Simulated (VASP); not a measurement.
# Ti (Fm-3m) in VASP: single point with PBEsol

Aim: the single point of Ti with PBEsol.

All numbers are computed with VASP 6.6.1; they aren't measurements. Logs are shortened: lines on timing, memory, paths and dates and some standing lists are left out, and cuts for length are marked.

### Step 1. The cell of the first run

Symmetry: Fm-3m, No. 225, cubic system. The conventional cell has a = 3.805 Å, b = 3.805 Å, c = 3.805 Å, α = 90.00°, β = 90.00°, γ = 90.00°. Within 3.5 Å of Ti (site symmetry m-3m) lie 12 Ti at 2.69 Å.

This isn't the form of Ti at room conditions, which is hcp.

### Step 2. Single point, PBEsol (13.78 Å³/atom)

Input file INCAR:

```
SYSTEM = Ti
  PREC = Accurate
  ENCUT = 500
  EDIFF = 1E-6
  ISMEAR = -1
  SIGMA = 0.1
  LREAL = .False.
  LASPH = .True.
  NELM = 120
  ALGO = Normal
  ISIF = 2
  LWAVE = .False.
  LCHARG = .True.
  GGA = PS
  LELF = .True.
  LVHAR = .True.
  NBANDS = 12
  GGA_COMPAT = .False.
```

Input file KPOINTS:

```
regular mesh
0
Gamma
  17 17 17
  0 0 0
```

Input file POSCAR:

```
Ti
1.0
    0.0000000000      1.9027410563      1.9027410563
    1.9027410563      0.0000000000      1.9027410563
    1.9027410563      1.9027410563      0.0000000000
Ti
1
Direct
    0.0000000000      0.0000000000      0.0000000000
```

Potentials or basis: VASP PAW PBE potentials, release 64 (Ti_sv).

On the command line:

```bash
$ cat potpaw_PBE.64/Ti_sv/POTCAR > POTCAR
$ mpirun -np 1 vasp_std > vasp.out
```

OUTCAR:

```text
SYSTEM = Ti
   PREC = Accurate
   ENCUT = 500
   EDIFF = 1E-6
   ISMEAR = -1
   LREAL = .False.
   LASPH = .True.
   NELM = 120
   ISIF = 2
   GGA = PS

 ion  position               nearest neighbor table
   1  0.000  0.000  0.000-

  LATTYP: Found a face centered cubic cell.
 ALAT       =     3.8054821126

  Lattice vectors:

 A1 = (   0.0000000000,   1.9027410563,   1.9027410563)
 A2 = (   1.9027410563,   0.0000000000,   1.9027410563)
 A3 = (   1.9027410563,   1.9027410563,   0.0000000000)

Analysis of symmetry for initial positions (statically):
=====================================================================
 Subroutine PRICEL returns:
 Original cell was already a primitive cell.

 Routine SETGRP: Setting up the symmetry group for a
 face centered cubic supercell.

 Subroutine GETGRP returns: Found 48 space group operations
 (whereof 48 operations were pure point group operations)
 out of a pool of 48 trial point group operations.

The static configuration has the point symmetry O_h .

Analysis of symmetry for dynamics (positions and initial velocities):
=====================================================================
 Subroutine PRICEL returns:
 Original cell was already a primitive cell.

 Routine SETGRP: Setting up the symmetry group for a
 face centered cubic supercell.

 Subroutine GETGRP returns: Found 48 space group operations
 (whereof 48 operations were pure point group operations)
 out of a pool of 48 trial point group operations.

The dynamic configuration has the point symmetry O_h .

 Subroutine INISYM returns: Found 48 space group operations
 (whereof 48 operations are pure point group operations),
 and found     1 'primitive' translations

----------------------------------------------------------------------------------------

                                     Primitive cell

  volume of cell :      13.7775

  direct lattice vectors                    reciprocal lattice vectors
     0.000000000  1.902741056  1.902741056    -0.262778794  0.262778794  0.262778794
     1.902741056  0.000000000  1.902741056     0.262778794 -0.262778794  0.262778794
     1.902741056  1.902741056  0.000000000     0.262778794  0.262778794 -0.262778794

  length of vectors
     2.690882208  2.690882208  2.690882208     0.455146222  0.455146222  0.455146222

  position of ions in fractional coordinates (direct lattice)
     0.000000000  0.000000000  0.000000000
[... 81 lines left out ...]
   NFREE  =      0    steps in history (QN), initial steepest desc. (CG)
   ISIF   =      2    stress and relaxation
   ISYM   =      2    0-nonsym 1-usesym 2-fastsym
   POTIM  = 0.5000    time-step for ionic-motion
   TEBEG  =    0.0;   TEEND  =   0.0 temperature during run
   PSTRESS=    0.0 pullay stress
   NELECT =      12.0000    total number of electrons
   NUPDOWN=      -1.0000    fix difference up-down
   EMIN   =  10.00;   EMAX   =-10.00  energy-range for DOS
   EFERMI =   0.00;   METHOD = LEGACY
   ISMEAR =    -1;   SIGMA  =   0.10  broadening in eV -4-tet -1-fermi 0-gaus
   EFERMI_NEDOS =   21; number of points for ismear=-14 and -15
   IALGO  =     38    algorithm
   IMIX   =      4    mixing-type and parameters
     AMIX     =   0.40;   BMIX     =  1.00
     AMIX_MAG =   1.60;   BMIX_MAG =  1.00
  volume/ion in A,a.u.               =      13.78        92.97
  Fermi-wavevector in a.u.,A,eV,Ry     =   1.563432  2.954457 33.256971  2.444318
  Thomas-Fermi vector in A             =   2.666204
   LORBIT       =      0    0 simple, 1 ext, 2 COOP (PROOUT), +10 PAW based schemes
   GGA     = PS    functional components
   LHFCALC =     F    Hartree Fock is set to
   AEXX    =    0.0000 exact exchange contribution
   IVDW    =     0    specifies the selected vdW correction
   LEPSILON=     F    determine dielectric tensor
   LRPA    =     F    only Hartree local field effects (RPA)
 non-spin polarized calculation
  energy-cutoff  :      500.00
  volume of cell :       13.78
 maximum number of plane-waves:       360
   NGX =  9   NGY =  9   NGZ =  9

 number of electron      11.9999997 magnetization

 Free energy of the ion-electron system (eV)
  ---------------------------------------------------
  ext. energy  EPLUGINS =         0.00000000
  ---------------------------------------------------
  free energy    TOTEN  =        -8.07559651 eV

  energy without entropy =       -8.03313536  energy(sigma->0) =       -8.05436594

 E-fermi :  10.7896     XC(G=0): -12.7888

 val. band max:       10.7811096615   @ k =  -0.2941   0.0588   0.0000
 cond. band min:      10.7991358954   @ k =  -0.2353   0.2353   0.0000
 fundamental gap:      0.0180262339
 Fermi energy:        10.7895661655

 k-point     1 :       0.0000    0.0000    0.0000
  band No.  band energies     occupation
      1     -45.3826      2.00000
      2     -20.9327      2.00000
      3     -20.9327      2.00000
      4     -20.9327      2.00000
      5       4.2370      2.00000
      6      11.7592      0.00012
      7      11.7592      0.00012
      8      11.7592      0.00012
      9      13.9834      0.00000
     10      13.9834      0.00000
     11      27.3377      0.00000
     12      32.9663      0.00000
[... 331 lines left out ...]
 k-point    24 :      -0.1176    0.0588    0.0000
  band No.  band energies     occupation
      1     -45.3214      2.00000
      2     -21.2114      2.00000
      3     -21.0005      2.00000
      4     -20.9530      2.00000
      5       5.0936      2.00000
      6      11.2188      0.02697
      7      12.0561      0.00001
      8      12.0621      0.00001
      9      13.5983      0.00000
     10      14.0244      0.00000
     11      28.2239      0.00000
     12      29.5996      0.00000

 [... further k-points ...]

------------------------ aborting loop because EDIFF is reached ----------------------------------------

  FORCE on cell =-STRESS in cart. coord.  units (eV):
  Direction    XX          YY          ZZ          XY          YZ          ZX
  --------------------------------------------------------------------------------------
  -------------------------------------------------------------------------------------
  Total        2.5388366      2.5388366      2.5388366     -0.0000000      0.0000000      0.0000000
  in kB      295.2407326    295.2407326    295.2407326     -0.0000000      0.0000000      0.0000000
  external PRESSURE =     295.2407326 kB  Pullay stress =       0.0000000 kB

 VOLUME and BASIS-vectors are now :
 -----------------------------------------------------------------------------
  energy-cutoff  :      500.00
  volume of cell :       13.78
      direct lattice vectors                 reciprocal lattice vectors
     0.000000000  1.902741056  1.902741056    -0.262778794  0.262778794  0.262778794
     1.902741056  0.000000000  1.902741056     0.262778794 -0.262778794  0.262778794
     1.902741056  1.902741056  0.000000000     0.262778794  0.262778794 -0.262778794

 POSITION                                       TOTAL-FORCE (eV/Angst)
 -----------------------------------------------------------------------------------
      0.00000      0.00000      0.00000        -0.000000     -0.000000     -0.000000
 -----------------------------------------------------------------------------------
    total drift:                                0.000000      0.000000      0.000000

  FREE ENERGIE OF THE ION-ELECTRON SYSTEM (eV)
  ---------------------------------------------------
  free  energy   TOTEN  =        -8.0755965095 eV

  energy  without entropy=       -8.0331353614  energy(sigma->0) =       -8.05436594
```

stdout:

```text
POSCAR found type information on POSCAR Ti
 POSCAR found :  1 types and       1 ions
 scaLAPACK will be used
 -----------------------------------------------------------------------------
|                                                                             |
|                                                                             |
|     You enforced a specific xc type in the INCAR file but a different       |
|     I HOPE YOU KNOW WHAT YOU ARE DOING!                                     |
|                                                                             |
 -----------------------------------------------------------------------------

 LDA part: xc-table for (Slater+PW92), standard interpolation
 POSCAR, INCAR and KPOINTS ok, starting setup
 FFT: planning ... GRIDC
 FFT: planning ... GRID_SOFT
 FFT: planning ... GRID
 WAVECAR not read
 entering main loop
```

It took 36 s on 1 thread of Intel Xeon 8259CL, shared host; peak memory 0.14 GiB.

What came out:

- Free energy: -8.0756 eV
- Pressure: 29.5 GPa
- Band gap on the k mesh: zero (bands 6 and 7 overlap by 1.54 eV)

Levels at points of the mesh, in eV from the Fermi level:
```tsv
k point	band 2	band 3	band 4	band 5	band 6	band 7	band 8	band 9	band 10	band 11
(0.00, 0.00, 0.00)	-31.72	-31.72	-31.72	-6.55	0.97	0.97	0.97	3.19	3.19	16.55
```

Caveat: the cell stands under pressure; the PAW data sets were made with another functional, which shifts forces and pressure a little.
